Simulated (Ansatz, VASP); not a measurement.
**Two plane-wave programs on NaCl**

```
Na Cl
1.0
     0.00000    2.91156    2.67863
     2.91156    0.00000    2.67863
     2.91156    2.91156    0.00000
Na Cl
1 1
Direct
  0.00000 0.00000 0.00000
  0.50000 0.50000 0.50000
```

Alike in both runs: task single point; functional PBEsol; k mesh 8 × 8 × 8; occupations gaussian, width 0.05 eV; no spin polarisation.

|  | VASP | Ansatz |
| --- | --- | --- |
| version | VASP 6.6.1 | Ansatz 0.2.0 |
| potentials or method | VASP PAW PBE potentials, release 64 (Na_pv, Cl), cutoff 520 eV | scalar-relativistic, plane waves, PAW |
| valence electrons in the cell | 14 | 16 |

|  | VASP | Ansatz | Ansatz less VASP |
| --- | --- | --- | --- |
| gap on the k mesh at the Fermi level (eV) | 4.87 | 4.87 | +0.004 |
| least direct gap on the mesh (eV) | 4.87 | 4.87 | +0.004 |
| pressure (GPa) | -0.3 | -0.3 | -0.02 |
| traceless stress, the component that is largest in VASP (GPa) | 2.46 | 2.41 | -0.046 |

VASP's potentials were made for PBE, not for PBEsol. VASP's potentials hold 14 valence electrons a cell and Ansatz's 16, so a difference there can come from the potentials and not from the codes.
